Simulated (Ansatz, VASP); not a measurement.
# PbS in VASP and in Ansatz

Contents of INCAR:

```
SYSTEM = PbS
PREC     = Accurate       ! precision mode
ENCUT    = 520            ! plane-wave cutoff, eV
EDIFF    = 1E-6           ! SCF threshold, eV
ISMEAR   = 0              ! smearing method
SIGMA    = 0.15           ! smearing width, eV
LREAL    = .False.        ! projectors in reciprocal space
LASPH    = .True.         ! aspherical terms in the spheres
NELM     = 60             ! most SCF steps
ALGO     = Normal         ! electronic algorithm
ISIF     = 2              ! what is computed and relaxed
LWAVE    = .False.        ! write WAVECAR
LCHARG   = .False.        ! write CHGCAR
GGA      = PE             ! functional
IVDW     = 12             ! dispersion correction
NBANDS   = 17             ! bands
```

The input KPOINTS:

```
Automatic mesh
0
Gamma
  16 16 16
  0 0 0
```

POSCAR

```
PbS
1.0
    3.4576722741      0.0000000000      0.0000000000
    0.0000000000      3.4576722741      0.0000000000
    0.0000000000      0.0000000000      3.6017419522
Pb S
1 1
Direct
    0.0000000000      0.0000000000      0.0000000000
    0.5000000000      0.5000000000      0.5000000000
```

Input for Ansatz:

```yaml
crystal:
  lattice:
    - [3.4576722741, 0.0, 0.0]
    - [0.0, 3.4576722741, 0.0]
    - [0.0, 0.0, 3.6017419522]
  atoms:
    - { symbol: Pb, position: [0.0, 0.0, 0.0] }
    - { symbol: S, position: [0.5, 0.5, 0.5] }
basis:
  ecutwfc: 420
kpoints:
  mp_grid: { grid: [16, 16, 16] }
hamiltonian:
  xc: pbe
  dispersion: d3bj
scf:
  occupations: { method: gaussian, width: 0.15 }
output:
  forces: true
  stress: true
  eigenvalues: true
```

Change from the starting cell: strain -0.040 along x and y, +0.000 along z, atoms carried along.

Alike in both runs: task single point; functional PBE; dispersion D3(BJ); k mesh 16 × 16 × 16; occupations gaussian, width 0.15 eV; no spin polarisation.

```csv
,VASP,Ansatz
version,VASP 6.6.1,Ansatz 0.2.0
potentials or method,"VASP PAW PBE potentials, release 64 (Pb_d, S), cutoff 520 eV","scalar-relativistic, plane waves, PAW"
valence electrons in the cell,20,20
```

|  | VASP | Ansatz | Ansatz less VASP |
| --- | --- | --- | --- |
| gap on the k mesh at the Fermi level (eV) | none | none | - |
| pressure (GPa) | 5.7 | 5.8 | +0.09 |
| traceless stress, the component that is largest in VASP (GPa) | -2.77 | -2.77 | 0.000 |

A gap of «none» marks a metal or a gap that the smearing closes.

Neither program's run includes spin-orbit coupling.
